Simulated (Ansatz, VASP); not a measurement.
**One calculation of Cd, two programs**

```xyz
2
Lattice="2.9789 0.0000 0.0000 -1.4894 2.5798 0.0000 0.0000 0.0000 5.7581" Properties=species:S:1:pos:R:3 pbc="T T T"
Cd    0.0000    1.7199    1.4395
Cd    1.4894    0.8599    4.3186
```

Change from the starting cell: strain +0.000 along x and y, +0.025 along z, atoms carried along.

Alike in both runs: task single point; functional PBEsol; k mesh 18 × 18 × 8; occupations gaussian, width 0.15 eV; no spin polarisation.

```csv
,VASP,Ansatz
version,VASP 6.6.1,Ansatz 0.2.0
potentials or method,"VASP PAW PBE potentials, release 64 (Cd), cutoff 520 eV","scalar-relativistic, plane waves, PAW"
valence electrons in the cell,24,40
```

Ansatz gave:

| Quantity | Value |
| --- | --- |
| gap on the k mesh at the Fermi level (eV) | none |
| pressure (GPa) | -2.4 |
| traceless stress, the component that is largest in VASP (GPa) | 0.31 |

Question: Which values does VASP return?

Answer: gap on the k mesh at the Fermi level (eV): none; pressure (GPa): -2.1; traceless stress, the component that is largest in VASP (GPa): 0.16.

VASP's potentials were made for PBE, not for PBEsol. A gap of «none» marks a metal or a gap that the smearing closes. VASP's potentials hold 24 valence electrons a cell and Ansatz's 40, so a difference there can come from the potentials and not from the codes.
